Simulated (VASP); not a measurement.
Input of a VASP 6.6.1 run:

File INCAR:

```
SYSTEM = Mg
PREC     = Accurate       ! precision mode
ENCUT    = 520            ! plane-wave cutoff, eV
EDIFF    = 1E-6           ! SCF threshold, eV
ISMEAR   = 0              ! smearing method
SIGMA    = 0.1            ! smearing width, eV
LREAL    = .FALSE.        ! projectors in reciprocal space
LASPH    = .TRUE.         ! aspherical terms in the spheres
NELM     = 100            ! most SCF steps
ALGO     = Fast           ! electronic algorithm
ISIF     = 2              ! what is computed and relaxed
LWAVE    = .FALSE.        ! write WAVECAR
LCHARG   = .FALSE.        ! write CHGCAR
GGA      = PE             ! functional
NBANDS   = 9              ! bands
```

KPOINTS

```
Automatic mesh
0
G
  6 6 6
  0 0 0
```

POSCAR

```
Mg
1.0
    5.1592029399      0.0000000000      0.0000000000
   -2.5796014699      4.4680008092      0.0000000000
    0.0000000000      0.0000000000      2.9380421076
Mg
2
Direct
    0.3333333333      0.6666666667      0.0000000000
    0.6666666667      0.3333333333      0.0000000000
```

Potentials or basis: VASP PAW PBE potentials, release 64 (Mg).

Run with:

```sh
$ cat potpaw_PBE.64/Mg/POTCAR > POTCAR
$ mpirun -np 1 vasp_std > vasp.out
```

**Question.** Estimate the pressure.

**Answer.** 0.2 GPa.

**Question.** What does it give for the band gap on the k mesh?

**Answer.** Zero (band 2 reaches 2.58 eV, above the bottom of band 3 at -0.80 eV).

Stress tensor (GPa, compression positive):
```
0.26 0.00 0.00
0.00 0.26 0.00
0.00 0.00 0.14
```
